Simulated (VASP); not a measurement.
# CoSi2 (I4/mmm) in VASP: further runs

The runs below take CoSi2 through single point, with PBEsol.

Everything below comes from runs of VASP 6.6.1. Logs are shortened: lines on timing, memory, paths and dates and some standing lists are left out, and cuts for length are marked.

## (1) The cell of the first run

It takes space group I4/mmm (No. 139, tetragonal). The conventional cell has a = 3.850 Å, b = 3.850 Å, c = 5.313 Å, α = 90.00°, β = 90.00°, γ = 90.00°. Within 3.1 Å of Co (site symmetry 4/mmm) lie 8 Si at 2.34 Å. Within 3.1 Å of Si (site symmetry -4m2) lie 4 Co at 2.34 Å and 6 Si at 2.66 to 2.72 Å.

## (2) Single point, PBEsol (strain +0.025 along x and y, +0.000 along z)

Input file INCAR:

```
SYSTEM = CoSi2
  PREC = Accurate
  ENCUT = 520
  EDIFF = 1E-6
  ISMEAR = 0
  SIGMA = 0.15
  LREAL = .False.
  LASPH = .True.
  NELM = 60
  ALGO = Normal
  ISIF = 2
  LWAVE = .False.
  LCHARG = .False.
  GGA = PS
  NBANDS = 16
```

Input file KPOINTS:

```
Automatic mesh
0
Gamma
  16 16 16
  0 0 0
```

Input file POSCAR:

```
CoSi2
1.0
    0.0000000000      2.7226603094      2.6562539604
    2.7226603094      0.0000000000      2.6562539604
    2.7226603094      2.7226603094      0.0000000000
Co Si
1 2
Direct
    0.0000000000      0.0000000000      0.0000000000
    0.2500000000      0.2500000000      0.2500000000
    0.7500000000      0.7500000000      0.7500000000
```

Potentials or basis: VASP PAW PBE potentials, release 64 (Co, Si).

Run with:

```bash
cat potpaw_PBE.64/Co/POTCAR potpaw_PBE.64/Si/POTCAR > POTCAR
mpirun -np 1 vasp_std > vasp.out
```

OUTCAR:

```text
SYSTEM = CoSi2
   PREC = Accurate
   ENCUT = 520
   EDIFF = 1E-6
   ISMEAR = 0
   LREAL = .False.
   LASPH = .True.
   NELM = 60
   ISIF = 2
   GGA = PS

 ion  position               nearest neighbor table
   1  0.000  0.000  0.000-   3 2.34   3 2.34   3 2.34   2 2.34   3 2.34   2 2.34   2 2.34   2 2.34

   2  0.250  0.250  0.250-   1 2.34   1 2.34   1 2.34   1 2.34   3 2.66   3 2.66   3 2.72   3 2.72
                             3 2.72   3 2.72
   3  0.750  0.750  0.750-   1 2.34   1 2.34   1 2.34   1 2.34   2 2.66   2 2.66   2 2.72   2 2.72
                             2 2.72   2 2.72

  LATTYP: Found a body centered tetragonal cell.
 ALAT       =     3.8504231353
 C/A-ratio  =     1.3797205487

  Lattice vectors:

 A1 = (   0.0000000000,  -2.7226603094,  -2.6562539604)
 A2 = (   0.0000000000,   2.7226603094,  -2.6562539604)
 A3 = (   2.7226603094,   0.0000000000,   2.6562539604)

Analysis of symmetry for initial positions (statically):
=====================================================================
 Subroutine PRICEL returns:
 Original cell was already a primitive cell.

 Routine SETGRP: Setting up the symmetry group for a
 body centered tetragonal supercell.

 Subroutine GETGRP returns: Found 16 space group operations
 (whereof 16 operations were pure point group operations)
 out of a pool of 16 trial point group operations.

The static configuration has the point symmetry D_4h.

Analysis of symmetry for dynamics (positions and initial velocities):
=====================================================================
 Subroutine PRICEL returns:
 Original cell was already a primitive cell.

 Routine SETGRP: Setting up the symmetry group for a
 body centered tetragonal supercell.

 Subroutine GETGRP returns: Found 16 space group operations
 (whereof 16 operations were pure point group operations)
 out of a pool of 16 trial point group operations.

The dynamic configuration has the point symmetry D_4h.

 Subroutine INISYM returns: Found 16 space group operations
 (whereof 16 operations are pure point group operations),
 and found     1 'primitive' translations

----------------------------------------------------------------------------------------

                                     Primitive cell

  volume of cell :      39.3810

  direct lattice vectors                    reciprocal lattice vectors
     0.000000000  2.722660309  2.656253960    -0.183643916  0.183643916  0.188235013
     2.722660309  0.000000000  2.656253960     0.183643916 -0.183643916  0.188235013
     2.722660309  2.722660309  0.000000000     0.183643916  0.183643916 -0.188235013

  length of vectors
     3.803756599  3.803756599  3.850423135     0.320753170  0.320753170  0.320753170

  position of ions in fractional coordinates (direct lattice)
     0.000000000  0.000000000  0.000000000
     0.250000000  0.250000000  0.250000000
     0.750000000  0.750000000  0.750000000

  ion indices of the primitive-cell ions
   primitive index   ion index
                 1           1
                 2           2
                 3           3

----------------------------------------------------------------------------------------

 KPOINTS: Automatic mesh

Automatic generation of k-mesh.
 Grid dimensions read from file:
 generate k-points for:   16   16   16

 Generating k-lattice:

  Cartesian coordinates                     Fractional coordinates (reciprocal lattice)
    -0.011477745  0.011477745  0.011764688     0.062500000  0.000000000  0.000000000
     0.011477745 -0.011477745  0.011764688     0.000000000  0.062500000  0.000000000
     0.011477745  0.011477745 -0.011764688     0.000000000  0.000000000  0.062500000

  Length of vectors
     0.020047073  0.020047073  0.020047073

  Shift w.r.t. Gamma in fractional coordinates (k-lattice)
     0.000000000  0.000000000  0.000000000

 Subroutine IBZKPT returns following result:
 ===========================================

 Found    349 irreducible k-points:

 Following reciprocal coordinates:
            Coordinates               Weight
  0.000000  0.000000  0.000000      1.000000
  0.062500  0.000000  0.000000      8.000000
  0.125000  0.000000  0.000000      8.000000
  0.187500  0.000000  0.000000      8.000000
  0.250000  0.000000  0.000000      8.000000
  0.312500  0.000000  0.000000      8.000000
[... 16 lines left out ...]
 -0.125000  0.062500  0.000000      8.000000
 -0.062500  0.062500  0.000000      4.000000
 [... further k-points ...]
   k-points           NKPTS =    349   k-points in BZ     NKDIM =    349   number of bands    NBANDS=     16
   number of dos      NEDOS =    301   number of ions     NIONS =      3
   total plane-waves  NPLWV =  23520
   dimension x,y,z NGX =    28 NGY =   28 NGZ =   30
   dimension x,y,z NGXF=    56 NGYF=   56 NGZF=   60
   ions per type =               1   2
   NGX,Y,Z   is equivalent  to a cutoff of  12.24, 12.24, 12.95 a.u.
   NGXF,Y,Z  is equivalent  to a cutoff of  24.48, 24.48, 25.91 a.u.
 SYSTEM =  CoSi2
   PREC   = accura    normal or accurate (medium, high low for compatibility)
   ISTART =      0    job   : 0-new  1-cont  2-samecut
   ICHARG =      2    charge: 1-file 2-atom 10-const
   ISPIN  =      1    spin polarized calculation?
   LNONCOLLINEAR =      F non collinear calculations
   LSORBIT =      F    spin-orbit coupling
   LASPH  =      T    aspherical Exc in radial PAW
   ENCUT  =  520.0 eV  38.22 Ry    6.18 a.u.   7.07  7.07  7.16*2*pi/ulx,y,z
   NELM   =     60;   NELMIN=  2; NELMDL= -5     # of ELM steps
   EDIFF  = 0.1E-05   stopping-criterion for ELM
   LREAL  =      F    real-space projection
   EDIFFG = 0.1E-04   stopping-criterion for IOM
   NSW    =      0    number of steps for IOM
   IBRION =     -1    ionic relax: 0-MD 1-quasi-New 2-CG
   NFREE  =      0    steps in history (QN), initial steepest desc. (CG)
   ISIF   =      2    stress and relaxation
   ISYM   =      2    0-nonsym 1-usesym 2-fastsym
   POTIM  = 0.5000    time-step for ionic-motion
   TEBEG  =    0.0;   TEEND  =   0.0 temperature during run
   PSTRESS=    0.0 pullay stress
   NELECT =      17.0000    total number of electrons
   NUPDOWN=      -1.0000    fix difference up-down
   EMIN   =  10.00;   EMAX   =-10.00  energy-range for DOS
   EFERMI =   0.00;   METHOD = LEGACY
   ISMEAR =     0;   SIGMA  =   0.15  broadening in eV -4-tet -1-fermi 0-gaus
   EFERMI_NEDOS =   21; number of points for ismear=-14 and -15
   IALGO  =     38    algorithm
   IMIX   =      4    mixing-type and parameters
     AMIX     =   0.40;   BMIX     =  1.00
     AMIX_MAG =   1.60;   BMIX_MAG =  1.00
  volume/ion in A,a.u.               =      13.13        88.59
  Fermi-wavevector in a.u.,A,eV,Ry     =   1.237264  2.338090 20.828093  1.530822
  Thomas-Fermi vector in A             =   2.371838
   LORBIT       =      0    0 simple, 1 ext, 2 COOP (PROOUT), +10 PAW based schemes
   GGA     = PS    functional components
   LHFCALC =     F    Hartree Fock is set to
   AEXX    =    0.0000 exact exchange contribution
   IVDW    =     0    specifies the selected vdW correction
   LEPSILON=     F    determine dielectric tensor
   LRPA    =     F    only Hartree local field effects (RPA)
 non-spin polarized calculation
 Gauss-broadening in eV      SIGMA  =   0.15
  energy-cutoff  :      520.00
  volume of cell :       39.38
 maximum number of plane-waves:      1078
   NGX = 15   NGY = 15   NGZ = 15

 number of electron      17.0000001 magnetization

 Free energy of the ion-electron system (eV)
  ---------------------------------------------------
  ext. energy  EPLUGINS =         0.00000000
  ---------------------------------------------------
  free energy    TOTEN  =       -20.93059657 eV

  energy without entropy =      -20.91855749  energy(sigma->0) =      -20.92457703

 E-fermi :   9.6546     XC(G=0): -11.7423

 val. band max:        9.6516122992   @ k =   0.3750   0.0625   0.2500
 cond. band min:       9.6578729914   @ k =   0.3750   0.1875   0.0000
 fundamental gap:      0.0062606922
 Fermi energy:         9.6546203303

 k-point     1 :       0.0000    0.0000    0.0000
  band No.  band energies     occupation
      1      -3.2656      2.00000
      2       5.6148      2.00000
      3       5.7361      2.00000
      4       5.7361      2.00000
      5       7.7863      2.00000
      6       7.8946      2.00000
[... 8 lines left out ...]
     15      14.9449      0.00000
     16      15.7880      0.00000

 k-point     2 :       0.0625    0.0000    0.0000
  band No.  band energies     occupation
      1      -3.2073      2.00000
      2       5.5184      2.00000
      3       5.7007      2.00000
      4       5.7555      2.00000
      5       7.7684      2.00000
      6       7.8764      2.00000
[... 8 lines left out ...]
     15      14.8190      0.00000
     16      15.5583      0.00000

 k-point     3 :       0.1250    0.0000    0.0000
  band No.  band energies     occupation
      1      -3.0330      2.00000
      2       5.1096      2.00000
      3       5.7493      2.00000
      4       5.8107      2.00000
      5       7.7233      2.00000
      6       7.8294      2.00000
[... 8 lines left out ...]
     15      15.1787      0.00000
     16      15.2362      0.00000

 k-point     4 :       0.1875    0.0000    0.0000
  band No.  band energies     occupation
      1      -2.7445      2.00000
      2       4.4902      2.00000
      3       5.8439      2.00000
      4       5.8925      2.00000
      5       7.6743      2.00000
      6       7.7747      2.00000
[... 8 lines left out ...]
     15      15.4285      0.00000
     16      16.1489      0.00000
[... 324 lines left out ...]
 k-point    22 :      -0.1875    0.0625    0.0000
  band No.  band energies     occupation
      1      -2.5813      2.00000
      2       4.2881      2.00000
      3       5.7221      2.00000
      4       6.0244      2.00000
      5       7.5105      2.00000
      6       7.8541      2.00000
[... 8 lines left out ...]
     15      15.8583      0.00000
     16      17.0628      0.00000

 k-point    23 :      -0.1250    0.0625    0.0000
  band No.  band energies     occupation
      1      -2.9038      2.00000
      2       4.9346      2.00000
      3       5.6480      2.00000
      4       5.9093      2.00000
      5       7.5990      2.00000
      6       7.8700      2.00000
[... 8 lines left out ...]
     15      15.8460      0.00000
     16      16.1093      0.00000

 k-point    24 :      -0.0625    0.0625    0.0000
  band No.  band energies     occupation
      1      -3.1132      2.00000
      2       5.3899      2.00000
      3       5.6134      2.00000
      4       5.8152      2.00000
      5       7.6944      2.00000
      6       7.8857      2.00000
[... 8 lines left out ...]
     15      15.0072      0.00000
     16      15.9581      0.00000

 [... further k-points ...]

------------------------ aborting loop because EDIFF is reached ----------------------------------------

  FORCE on cell =-STRESS in cart. coord.  units (eV):
  Direction    XX          YY          ZZ          XY          YZ          ZX
  --------------------------------------------------------------------------------------
  -------------------------------------------------------------------------------------
  Total       -2.2876891     -2.2876891     -1.7200593      0.0000000     -0.0000000      0.0000000
  in kB      -93.0724327    -93.0724327    -69.9789607      0.0000000     -0.0000000      0.0000000
  external PRESSURE =     -85.3746087 kB  Pullay stress =       0.0000000 kB

 VOLUME and BASIS-vectors are now :
 -----------------------------------------------------------------------------
  energy-cutoff  :      520.00
  volume of cell :       39.38
      direct lattice vectors                 reciprocal lattice vectors
     0.000000000  2.722660309  2.656253960    -0.183643916  0.183643916  0.188235013
     2.722660309  0.000000000  2.656253960     0.183643916 -0.183643916  0.188235013
     2.722660309  2.722660309  0.000000000     0.183643916  0.183643916 -0.188235013

 POSITION                                       TOTAL-FORCE (eV/Angst)
 -----------------------------------------------------------------------------------
      0.00000      0.00000      0.00000         0.000000      0.000000     -0.000000
      1.36133      1.36133      1.32813        -0.000000     -0.000000     -0.000000
      4.08399      4.08399      3.98438         0.000000      0.000000      0.000000
 -----------------------------------------------------------------------------------
    total drift:                               -0.000000     -0.000000      0.000000

  FREE ENERGIE OF THE ION-ELECTRON SYSTEM (eV)
  ---------------------------------------------------
  free  energy   TOTEN  =       -20.9305965750 eV

  energy  without entropy=      -20.9185574911  energy(sigma->0) =      -20.92457703
```

It took 4.8 min on 1 thread of Intel Xeon 8259CL, shared host; peak memory 0.34 GiB.

What came out:

```
Free energy            : -20.9306 eV
Pressure               : -8.5 GPa
Band gap on the k mesh : zero (an odd number of electrons rules out a gap without spin polarisation)
```

Caveat: the cell differs from its parent crystal (strain +0.025 along x and y, +0.000 along z); the cell stands under tension; the PAW data sets were made with another functional, which shifts forces and pressure a little; the run has no spin polarisation, though such a crystal can be magnetic. Spin polarisation is off, so any magnetic state and its effect on volume and gap are missing.

## (3) Single point, PBEsol (strain +0.025 along x and y, +0.050 along z)

Input file INCAR:

```
PREC     = Accurate       # precision mode
ENCUT    = 520            # plane-wave cutoff, eV
EDIFF    = 1E-6           # SCF threshold, eV
ISMEAR   = 0              # smearing method
SIGMA    = 0.15           # smearing width, eV
LREAL    = False          # projectors in reciprocal space
LASPH    = True           # aspherical terms in the spheres
NELM     = 80             # most SCF steps
ALGO     = Normal         # electronic algorithm
ISIF     = 2              # what is computed and relaxed
LWAVE    = False          # write WAVECAR
LCHARG   = False          # write CHGCAR
GGA      = PS             # functional
NBANDS   = 16             # bands
```

Input file KPOINTS:

```
regular mesh
0
Gamma
  16 16 16
```

Input file POSCAR:

```
CoSi2
1.0
    0.0000000000      2.7226603094      2.7890666584
    2.7226603094      0.0000000000      2.7890666584
    2.7226603094      2.7226603094      0.0000000000
Co Si
1 2
Direct
    0.0000000000      0.0000000000      0.0000000000
    0.2500000000      0.2500000000      0.2500000000
    0.7500000000      0.7500000000      0.7500000000
```

Potentials or basis: VASP PAW PBE potentials, release 64 (Co, Si).

Run with:

```bash
cat potpaw_PBE.64/Co/POTCAR potpaw_PBE.64/Si/POTCAR > POTCAR
mpirun -np 1 vasp_std > vasp.out
```

Wall time 9.6 min (1 thread of Intel Xeon 8259CL, shared host); peak memory 0.35 GiB.

Results (log left out):

- Free energy: -20.7841 eV
- Pressure: -15.2 GPa
- Band gap on the k mesh: zero (an odd number of electrons rules out a gap without spin polarisation)

Stress tensor (GPa, compression positive):
```
-14.62   0.00   0.00
  0.00 -14.62   0.00
  0.00   0.00 -16.35
```

Levels at points of the mesh, in eV from the Fermi level:
```
           k point  band 6  band 7  band 8  band 9  band 10  band 11  band 12  band 13
(0.00, 0.00, 0.00)   -1.62    0.11    3.05    3.05     3.21     3.35     3.50     3.50
(0.50, 0.00, 0.00)   -1.44   -1.42   -0.50   -0.33     2.43     3.15     3.23     3.79
(0.50, 0.50, 0.00)   -1.79   -1.79   -1.76   -1.15     1.40     2.92     8.48     8.95
(0.50, 0.00, 0.50)   -1.83   -1.70   -1.69   -1.17     1.25     2.81     8.51     8.52
```

Caveat: the cell differs from its parent crystal (strain +0.025 along x and y, +0.050 along z); the cell stands under tension; the PAW data sets were made with another functional, which shifts forces and pressure a little; the run has no spin polarisation, though such a crystal can be magnetic.

(Continued in part 2 of 2.)
